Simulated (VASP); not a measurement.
# B (Fd-3m) in VASP: further runs

B is run at these levels: LDA; tasks: single point.

Program: VASP 6.6.1. These are calculated values, not measurements. Logs are shortened: lines on timing, memory, paths and dates and some standing lists are left out, and cuts for length are marked.

## Step 1: The cell of the first run

The structure is cubic, space group Fd-3m (No. 227). Conventional cell: a = 3.949 Å, b = 3.949 Å, c = 3.949 Å, α = 90.00°, β = 90.00°, γ = 90.00°. B (site symmetry -43m) has 4 B at 1.71 Å within 2.3 Å.

## Step 2: Single point, LDA (volume scaled by 0.96)

INCAR

```
SYSTEM = B
PREC = Accurate ; ENCUT = 520
EDIFF = 1E-7 ; ISMEAR = -1
SIGMA = 0.1 ; LREAL = .False.
LASPH = .True. ; NELM = 100
ALGO = Normal ; ISIF = 2
LWAVE = .False. ; LCHARG = .False.
NBANDS = 10
```

KPOINTS

```
Automatic mesh
0
Gamma
  15 15 15
  0 0 0
```

POSCAR

```
B
1.0
    0.0000000000      1.9744093789      1.9744093789
    1.9744093789      0.0000000000      1.9744093789
    1.9744093789      1.9744093789      0.0000000000
B
2
Direct
    0.1250000000      0.1250000000      0.1250000000
    0.8750000000      0.8750000000      0.8750000000
```

Potentials or basis: VASP PAW LDA potentials, release 64 (B).

Run with:

```bash
> cat potpaw_LDA.64/B/POTCAR > POTCAR
> mpirun -np 1 vasp_std > vasp.out
```

OUTCAR:

```text
SYSTEM = B
   PREC = Accurate
   ENCUT = 520
   EDIFF = 1E-7
   ISMEAR = -1
   LREAL = .False.
   LASPH = .True.
   NELM = 100
   ISIF = 2

 ion  position               nearest neighbor table
   1  0.125  0.125  0.125-   2 1.71   2 1.71   2 1.71   2 1.71
   2  0.875  0.875  0.875-   1 1.71   1 1.71   1 1.71   1 1.71

  LATTYP: Found a face centered cubic cell.
 ALAT       =     3.9488187578

  Lattice vectors:

 A1 = (   0.0000000000,   1.9744093789,   1.9744093789)
 A2 = (   1.9744093789,   0.0000000000,   1.9744093789)
 A3 = (   1.9744093789,   1.9744093789,   0.0000000000)

Analysis of symmetry for initial positions (statically):
=====================================================================
 Subroutine PRICEL returns:
 Original cell was already a primitive cell.

 Routine SETGRP: Setting up the symmetry group for a
 face centered cubic supercell.

 Subroutine GETGRP returns: Found 48 space group operations
 (whereof 12 operations were pure point group operations)
 out of a pool of 48 trial point group operations.

The static configuration has the point symmetry D_3d.
 The point group associated with its full space group is O_h .

Analysis of symmetry for dynamics (positions and initial velocities):
=====================================================================
 Subroutine PRICEL returns:
 Original cell was already a primitive cell.

 Routine SETGRP: Setting up the symmetry group for a
 face centered cubic supercell.

 Subroutine GETGRP returns: Found 48 space group operations
 (whereof 12 operations were pure point group operations)
 out of a pool of 48 trial point group operations.

The dynamic configuration has the point symmetry D_3d.
 The point group associated with its full space group is O_h .

 Subroutine INISYM returns: Found 48 space group operations
 (whereof 12 operations are pure point group operations),
 and found     1 'primitive' translations

----------------------------------------------------------------------------------------

                                     Primitive cell

  volume of cell :      15.3937

  direct lattice vectors                    reciprocal lattice vectors
     0.000000000  1.974409379  1.974409379    -0.253240288  0.253240288  0.253240288
     1.974409379  0.000000000  1.974409379     0.253240288 -0.253240288  0.253240288
     1.974409379  1.974409379  0.000000000     0.253240288  0.253240288 -0.253240288

  length of vectors
     2.792236521  2.792236521  2.792236521     0.438625046  0.438625046  0.438625046

  position of ions in fractional coordinates (direct lattice)
     0.125000000  0.125000000  0.125000000
     0.875000000  0.875000000  0.875000000

  ion indices of the primitive-cell ions
   primitive index   ion index
                 1           1
                 2           2

----------------------------------------------------------------------------------------

 KPOINTS: Automatic mesh

Automatic generation of k-mesh.
 Grid dimensions read from file:
 generate k-points for:   15   15   15

 Generating k-lattice:

  Cartesian coordinates                     Fractional coordinates (reciprocal lattice)
    -0.016882686  0.016882686  0.016882686     0.066666667  0.000000000  0.000000000
     0.016882686 -0.016882686  0.016882686     0.000000000  0.066666667  0.000000000
     0.016882686  0.016882686 -0.016882686     0.000000000  0.000000000  0.066666667

  Length of vectors
     0.029241670  0.029241670  0.029241670

  Shift w.r.t. Gamma in fractional coordinates (k-lattice)
     0.000000000  0.000000000  0.000000000

 Subroutine IBZKPT returns following result:
 ===========================================

 Found    120 irreducible k-points:

 Following reciprocal coordinates:
            Coordinates               Weight
  0.000000  0.000000  0.000000      1.000000
  0.066667  0.000000  0.000000      8.000000
  0.133333  0.000000  0.000000      8.000000
  0.200000  0.000000  0.000000      8.000000
  0.266667  0.000000  0.000000      8.000000
  0.333333  0.000000  0.000000      8.000000
[... 16 lines left out ...]
  0.133333  0.133333  0.000000      6.000000
  0.200000  0.133333  0.000000     24.000000
 [... further k-points ...]
   k-points           NKPTS =    120   k-points in BZ     NKDIM =    120   number of bands    NBANDS=     10
   number of dos      NEDOS =    301   number of ions     NIONS =      2
   total plane-waves  NPLWV =  13824
   dimension x,y,z NGX =    24 NGY =   24 NGZ =   24
   dimension x,y,z NGXF=    48 NGYF=   48 NGZF=   48
   ions per type =               2
   NGX,Y,Z   is equivalent  to a cutoff of  14.29, 14.29, 14.29 a.u.
   NGXF,Y,Z  is equivalent  to a cutoff of  28.58, 28.58, 28.58 a.u.
 SYSTEM =  B
   PREC   = accura    normal or accurate (medium, high low for compatibility)
   ISTART =      0    job   : 0-new  1-cont  2-samecut
   ICHARG =      2    charge: 1-file 2-atom 10-const
   ISPIN  =      1    spin polarized calculation?
   LNONCOLLINEAR =      F non collinear calculations
   LSORBIT =      F    spin-orbit coupling
   LASPH  =      T    aspherical Exc in radial PAW
   ENCUT  =  520.0 eV  38.22 Ry    6.18 a.u.   5.19  5.19  5.19*2*pi/ulx,y,z
   NELM   =    100;   NELMIN=  2; NELMDL= -5     # of ELM steps
   EDIFF  = 0.1E-06   stopping-criterion for ELM
   LREAL  =      F    real-space projection
   EDIFFG = 0.1E-05   stopping-criterion for IOM
   NSW    =      0    number of steps for IOM
   IBRION =     -1    ionic relax: 0-MD 1-quasi-New 2-CG
   NFREE  =      0    steps in history (QN), initial steepest desc. (CG)
   ISIF   =      2    stress and relaxation
   ISYM   =      2    0-nonsym 1-usesym 2-fastsym
   POTIM  = 0.5000    time-step for ionic-motion
   TEBEG  =    0.0;   TEEND  =   0.0 temperature during run
   PSTRESS=    0.0 pullay stress
   NELECT =       6.0000    total number of electrons
   NUPDOWN=      -1.0000    fix difference up-down
   EMIN   =  10.00;   EMAX   =-10.00  energy-range for DOS
   EFERMI =   0.00;   METHOD = LEGACY
   ISMEAR =    -1;   SIGMA  =   0.10  broadening in eV -4-tet -1-fermi 0-gaus
   EFERMI_NEDOS =   21; number of points for ismear=-14 and -15
   IALGO  =     38    algorithm
   IMIX   =      4    mixing-type and parameters
     AMIX     =   0.40;   BMIX     =  1.00
     AMIX_MAG =   1.60;   BMIX_MAG =  1.00
  volume/ion in A,a.u.               =       7.70        51.94
  Fermi-wavevector in a.u.,A,eV,Ry     =   1.195854  2.259836 19.457229  1.430066
  Thomas-Fermi vector in A             =   2.331809
   LORBIT       =      0    0 simple, 1 ext, 2 COOP (PROOUT), +10 PAW based schemes
   GGA     = CA    functional components
   LHFCALC =     F    Hartree Fock is set to
   AEXX    =    0.0000 exact exchange contribution
   IVDW    =     0    specifies the selected vdW correction
   LEPSILON=     F    determine dielectric tensor
   LRPA    =     F    only Hartree local field effects (RPA)
 non-spin polarized calculation
  energy-cutoff  :      520.00
  volume of cell :       15.39
 maximum number of plane-waves:       432
 NGX is ok and might be reduce to    24
   NGX = 11   NGY = 11   NGZ = 11

 number of electron       6.0000000 magnetization

 Free energy of the ion-electron system (eV)
  ---------------------------------------------------
  ext. energy  EPLUGINS =         0.00000000
  ---------------------------------------------------
  free energy    TOTEN  =       -12.91993644 eV

  energy without entropy =      -12.89245270  energy(sigma->0) =      -12.90619457

 E-fermi :   4.4487     XC(G=0): -11.6192

 val. band max:        4.4427048165   @ k =   0.3333   0.2667   0.0000
 cond. band min:       4.4792144742   @ k =  -0.3333   0.3333   0.0000
 fundamental gap:      0.0365096577
 Fermi energy:         4.4486510775

 k-point     1 :       0.0000    0.0000    0.0000
  band No.  band energies     occupation
      1      -8.8438      2.00000
      2       8.7035      0.00000
      3       8.7035      0.00000
      4       8.7035      0.00000
      5      12.9887      0.00000
      6      12.9887      0.00000
      7      12.9887      0.00000
      8      22.6494      0.00000
      9      24.2362      0.00000
     10      28.4782      0.00000

 k-point     2 :       0.0667    0.0000    0.0000
  band No.  band energies     occupation
      1      -8.7435      2.00000
      2       7.9654      0.00000
      3       8.4995      0.00000
      4       8.4995      0.00000
      5      13.2555      0.00000
      6      13.2555      0.00000
      7      13.5211      0.00000
      8      22.5452      0.00000
      9      24.4017      0.00000
     10      26.9936      0.00000

 k-point     3 :       0.1333    0.0000    0.0000
  band No.  band energies     occupation
      1      -8.4427      2.00000
      2       6.3771      0.00000
      3       8.0275      0.00000
      4       8.0275      0.00000
      5      13.8762      0.00000
      6      13.8762      0.00000
      7      14.5210      0.00000
      8      22.2694      0.00000
      9      24.8128      0.00000
     10      25.7099      0.00000

 k-point     4 :       0.2000    0.0000    0.0000
  band No.  band energies     occupation
      1      -7.9428      2.00000
      2       4.5286      0.62040
      3       7.4942      0.00000
      4       7.4942      0.00000
      5      14.5323      0.00000
      6      14.5323      0.00000
      7      15.4736      0.00000
      8      21.8953      0.00000
      9      25.0608      0.00000
     10      25.0610      0.00000

 k-point     5 :       0.2667    0.0000    0.0000
  band No.  band energies     occupation
      1      -7.2462      2.00000
      2       2.6362      2.00000
      3       7.0130      0.00000
      4       7.0130      0.00000
      5      14.9824      0.00000
      6      14.9824      0.00000
      7      16.2594      0.00000
      8      21.5014      0.00000
      9      25.1811      0.00000
     10      25.1811      0.00000

 k-point     6 :       0.3333    0.0000    0.0000
  band No.  band energies     occupation
      1      -6.3569      2.00000
      2       0.7978      2.00000
      3       6.6329      0.00000
      4       6.6329      0.00000
      5      15.1562      0.00000
      6      15.1562      0.00000
      7      16.8625      0.00000
      8      21.1550      0.00000
      9      26.0604      0.00000
     10      26.1115      0.00000
[... 183 lines left out ...]
 k-point    21 :      -0.1333    0.0667    0.0000
  band No.  band energies     occupation
      1      -8.2092      2.00000
      2       5.7769      0.00000
      3       6.9134      0.00000
      4       8.1965      0.00000
      5      13.7565      0.00000
      6      14.7284      0.00000
      7      15.1067      0.00000
      8      21.7682      0.00000
      9      24.3041      0.00000
     10      25.0676      0.00000

 k-point    22 :      -0.0667    0.0667    0.0000
  band No.  band energies     occupation
      1      -8.5763      2.00000
      2       7.3479      0.00000
      3       7.5553      0.00000
      4       8.5329      0.00000
      5      13.2802      0.00000
      6      13.9394      0.00000
      7      14.2020      0.00000
      8      22.2690      0.00000
      9      24.6497      0.00000
     10      25.3929      0.00000

 k-point    23 :       0.1333    0.1333    0.0000
  band No.  band energies     occupation
      1      -8.3091      2.00000
      2       6.9157      0.00000
      3       6.9157      0.00000
      4       7.6639      0.00000
      5      12.6475      0.00000
      6      15.3074      0.00000
      7      15.3074      0.00000
      8      20.4782      0.00000
      9      25.0878      0.00000
     10      25.4283      0.00000

 k-point    24 :       0.2000    0.1333    0.0000
  band No.  band energies     occupation
      1      -7.9426      2.00000
      2       5.6983      0.00001
      3       6.3339      0.00000
      4       7.3242      0.00000
      5      12.7859      0.00000
      6      16.1473      0.00000
      7      16.1996      0.00000
      8      19.3896      0.00000
      9      25.4855      0.00000
     10      25.6900      0.00000

 [... further k-points ...]

------------------------ aborting loop because EDIFF is reached ----------------------------------------

  FORCE on cell =-STRESS in cart. coord.  units (eV):
  Direction    XX          YY          ZZ          XY          YZ          ZX
  --------------------------------------------------------------------------------------
  -------------------------------------------------------------------------------------
  Total        0.8201450      0.8201450      0.8201450     -0.0000000     -0.0000000      0.0000000
  in kB       85.3610269     85.3610269     85.3610269     -0.0000000     -0.0000000      0.0000000
  external PRESSURE =      85.3610269 kB  Pullay stress =       0.0000000 kB

 VOLUME and BASIS-vectors are now :
 -----------------------------------------------------------------------------
  energy-cutoff  :      520.00
  volume of cell :       15.39
      direct lattice vectors                 reciprocal lattice vectors
     0.000000000  1.974409379  1.974409379    -0.253240288  0.253240288  0.253240288
     1.974409379  0.000000000  1.974409379     0.253240288 -0.253240288  0.253240288
     1.974409379  1.974409379  0.000000000     0.253240288  0.253240288 -0.253240288

 POSITION                                       TOTAL-FORCE (eV/Angst)
 -----------------------------------------------------------------------------------
      0.49360      0.49360      0.49360        -0.000000     -0.000000     -0.000000
      3.45522      3.45522      3.45522         0.000000      0.000000      0.000000
 -----------------------------------------------------------------------------------
    total drift:                                0.000000      0.000000      0.000000

  FREE ENERGIE OF THE ION-ELECTRON SYSTEM (eV)
  ---------------------------------------------------
  free  energy   TOTEN  =       -12.9199364442 eV

  energy  without entropy=      -12.8924526958  energy(sigma->0) =      -12.90619457
```

Run time: 14 s. Hardware: 1 thread of Intel Xeon 8259CL, shared host; peak memory 0.13 GiB.

What came out:

| Item | Value |
| --- | --- |
| Free energy | -12.9199 eV |
| Pressure | 8.5 GPa |
| Band gap on the k mesh | zero (band 3 reaches 8.70 eV, above the bottom of band 4 at 1.55 eV) |

[end of part 1 of 3]
